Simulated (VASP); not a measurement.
Runs of VASP 6.6.1 on TiO2 (Rutile). The structure is that of space group P4_2/mnm (No. 136), or close to it. The cells are those of the table. 

| cell | gap on the mesh (eV) | pressure (GPa) | largest force (eV/Å) |
| --- | --- | --- | --- |
| a = 4.623, b = 4.623, c = 2.977 Å, 6 atoms | 1.79 | -5.6 | (b) |
| a = 4.530, b = 4.530, c = 2.917 Å, 6 atoms | 1.93 | 9.7 | 0.27 |
| a = 4.653, b = 4.653, c = 2.996 Å, 6 atoms | 1.74 | -9.7 | 0.13 |
| a = 4.498, b = 4.498, c = 2.897 Å, 6 atoms | (c) | (a) | 0.39 |
| a = 4.682, b = 4.682, c = 3.015 Å, 6 atoms | 1.70 | -13.4 | 0.22 |
| a = 4.561, b = 4.561, c = 2.938 Å, 6 atoms | 1.88 | 4.0 | 0.16 |

Alike in all rows: task single point; level PBEsol; potentials or basis VASP PAW PBE potentials, release 64 (Ti_sv, O); no spin polarisation; k mesh 4 × 4 × 6; cutoff (eV) 520; smearing gaussian 0.01 eV.

Fill in the values left out.

(a) 15.9; (b) 0.04; (c) 1.98.

Caveats: the PAW data sets were made with another functional, which shifts forces and pressure a little.

A k mesh can miss the band edges.
